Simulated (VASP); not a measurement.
Input of a VASP 6.6.1 run:

The input INCAR:

```
SYSTEM = Ge
PREC = Accurate ; ENCUT = 520
EDIFF = 1E-6 ; ISMEAR = 0
SIGMA = 0.15 ; LREAL = .False.
LASPH = .True. ; NELM = 80
ALGO = Normal ; ISIF = 2
LWAVE = .False. ; LCHARG = .False.
GGA = PS ; NBANDS = 66
```

File KPOINTS:

```
regular mesh
0
Gamma
  9 9 9
  0 0 0
```

POSCAR

```
Ge
1.0
    4.9238848631      2.8428062512      1.8355333333
   -4.9238848631      2.8428062512      1.8355333333
    0.0000000000     -5.6856125024      1.8355333333
Ge
8
Direct
    0.7160166262      0.7160166262      0.7160166262
    0.2839833738      0.2839833738      0.2839833738
    0.0302911486      0.7262027915      0.5337905696
    0.5337905696      0.0302911486      0.7262027915
    0.7262027915      0.5337905696      0.0302911486
    0.9697088514      0.2737972085      0.4662094304
    0.4662094304      0.9697088514      0.2737972085
    0.2737972085      0.4662094304      0.9697088514
```

Potentials or basis: VASP PAW PBE potentials, release 64 (Ge_d).

Launch:

```bash
$ cat potpaw_PBE.64/Ge_d/POTCAR > POTCAR
$ mpirun -np 1 vasp_std > vasp.out
```

(1) Estimate the pressure.

(2) Predict the largest force.

(3) Predict the band gap on the k mesh.

## Answers

(1) 5.6 GPa.

(2) 0.966 eV/Å.

(3) zero (band 56 reaches 6.50 eV, above the bottom of band 57 at 6.19 eV).

Caveat: the PAW data sets were made with another functional, which shifts forces and pressure a little.
